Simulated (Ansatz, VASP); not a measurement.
# SrMg3O4 in VASP and in Ansatz

```
CELL_PARAMETERS angstrom
3.30150 0.00000 0.00000
0.00000 3.30150 0.00000
0.00000 0.00000 8.97961
ATOMIC_POSITIONS crystal
Sr 0.00000 0.00000 0.00000
Mg 0.50000 0.50000 0.27235
Mg 0.00000 0.00000 0.50000
Mg 0.50000 0.50000 0.72765
O 0.50000 0.50000 0.50000
O 0.00000 0.00000 0.72502
O 0.50000 0.50000 0.00000
O 0.00000 0.00000 0.27498
```

Alike in both runs: task single point; functional LDA; k mesh 8 × 8 × 3; occupations gaussian, width 0.05 eV; no spin polarisation.

|  | VASP | Ansatz |
| --- | --- | --- |
| version | VASP 6.6.1 | Ansatz 0.2.0 |
| potentials or method | VASP PAW LDA potentials, release 64 (Sr_sv, Mg_pv, O) | Ansatz PAW |
| plane-wave cutoff (eV) | 520 | 420 |
| valence electrons in the cell | 58 | 64 |

Ansatz gave:

```
gap on the k mesh at the Fermi level (eV)                     : 2.06
least direct gap on the mesh (eV)                             : 2.28
pressure (GPa)                                                : -8.6
traceless stress, the component that is largest in VASP (GPa) : -0.80
rms of the force components (eV/Å)                            : 0.062
```

Q: Which values does VASP return?

A: gap on the k mesh at the Fermi level (eV): 2.04; least direct gap on the mesh (eV): 2.24; pressure (GPa): -8.0; traceless stress, the component that is largest in VASP (GPa): -0.83; rms of the force components (eV/Å): 0.058.

LDA's correlation is that of Perdew and Zunger in VASP and of Perdew and Wang (1992) in Ansatz. Atom by atom the forces differ by 0.008 eV/Å (rms over components). VASP's potentials hold 58 valence electrons a cell and Ansatz's 64, so a difference there can come from the potentials and not from the codes.

Noted on Ansatz's run: odd divisions of the mesh miss points on the zone boundary, where band edges often lie, so the gap on the mesh can be too wide.
